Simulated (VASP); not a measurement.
Here is a VASP 6.6.1 calculation.

File INCAR:

```
SYSTEM = Li3TeH
PREC = Accurate ; ENCUT = 520
EDIFF = 1E-6 ; ISMEAR = 0
SIGMA = 0.02 ; LREAL = .FALSE.
LASPH = .TRUE. ; NELM = 60
ALGO = Normal ; ISIF = 2
LWAVE = .FALSE. ; LCHARG = .FALSE.
GGA = PE ; NBANDS = 16
```

Contents of KPOINTS:

```
regular mesh
0
G
  6 6 6
  0 0 0
```

Contents of POSCAR:

```
Li3TeH
1.0
    4.1922815372      0.0000000000      0.0000000000
    0.0000000000      4.1922815372      0.0000000000
    0.0000000000      0.0000000000      4.1922815372
Li Te H
3 1 1
Direct
    0.5000000000      0.0000000000      0.5000000000
    0.0000000000      0.5000000000      0.5000000000
    0.5000000000      0.5000000000      0.0000000000
    0.0000000000      0.0000000000      0.0000000000
    0.5000000000      0.5000000000      0.5000000000
```

Potentials or basis: VASP PAW PBE potentials, release 64 (Li_sv, Te, H).

The run is started by

```console
$ cat potpaw_PBE.64/Li_sv/POTCAR potpaw_PBE.64/Te/POTCAR potpaw_PBE.64/H/POTCAR > POTCAR
$ mpirun -np 1 vasp_std > vasp.out
```

**Question.** What does it give for the band gap on the k mesh?

**Answer.** 2.91 eV, indirect (least direct gap 3.70 eV).

Caveat: spin-orbit coupling is left out, which moves the levels of the heavy elements. PBE gaps usually lie below the measured ones, often by a third to a half.
